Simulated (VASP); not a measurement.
Set up this calculation in VASP 6.6.1, as the native input.

| Property | Result |
| --- | --- |
| Task | relaxation of cell and atoms |
| Functional | PBE |
| Potentials or basis | VASP PAW PBE potentials, release 64 (Y_sv, Zr_sv, F) |
| Cutoff | 600 eV |
| k mesh | 6 × 6 × 4 |
| Occupations | gaussian, width 0.1 eV |
| Spin | no spin polarisation |
| Dipole correction | no |
| Further INCAR settings | ALGO = Normal; EDIFF = 1e-06; IBRION = 2; EDIFFG = -0.04; NSW = 90; ISIF = 3 |

The structure of Y3Zr2F lies in POSCAR:

```
Y3Zr2F
1.0
    5.5613963000      0.0000000000      0.0000000000
   -2.7806981500      4.8163104700      0.0000000000
    0.0000000000      0.0000000000      4.0610497300
Y Zr F
3 2 1
Direct
    0.0000000000      0.5000000000      0.5000000000
    0.5000000000      0.0000000000      0.5000000000
    0.5000000000      0.5000000000      0.5000000000
    0.3333333300      0.6666666700      0.0000000000
    0.6666666700      0.3333333300      0.0000000000
    0.0000000000      0.0000000000      0.0000000000
```

These files were run (other wordings do the same):

INCAR

```
PREC = Accurate
ENCUT = 600
EDIFF = 1E-6
ISMEAR = 0
SIGMA = 0.1
LREAL = F
LASPH = T
NELM = 80
ALGO = Normal
ISIF = 3
LWAVE = F
LCHARG = F
GGA = PE
IBRION = 2
NSW = 90
EDIFFG = -0.04
```

KPOINTS

```
Automatic mesh
0
Gamma
  6 6 4
```

Potentials or basis: VASP PAW PBE potentials, release 64 (Y_sv, Zr_sv, F).

Command:

```sh
$ cat potpaw_PBE.64/Y_sv/POTCAR potpaw_PBE.64/Zr_sv/POTCAR potpaw_PBE.64/F/POTCAR > POTCAR
$ mpirun -np 1 vasp_std > vasp.out
```

It gave:

| Quantity | Value |
| --- | --- |
| Relaxed volume | 30.85 Å³/atom |
| Relaxed cell | a = 6.488 Å, b = 6.488 Å, c = 5.077 Å, α = 90.00°, β = 90.00°, γ = 120.00° |
| Space group after relaxing (to 0.05 Å) | P6/mmm (No. 191) |
| Energy gained by relaxing | 1192.7 meV/atom |
| Ionic steps | 4 |
| Pressure after relaxing | 0.0 GPa |
| Band gap on the k mesh | zero (band 32 reaches 3.09 eV, above the bottom of band 33 at 2.74 eV) |

Caveat: the k points lie up to 0.31 Å⁻¹ apart in the final cell; the volume moved by over 15 % at a fixed basis, so the end points are rough.

Wall time 7.2 min on 1 thread of Oxide Virtual Turin-like Processor, on a shared host, peak memory 0.31 GiB.
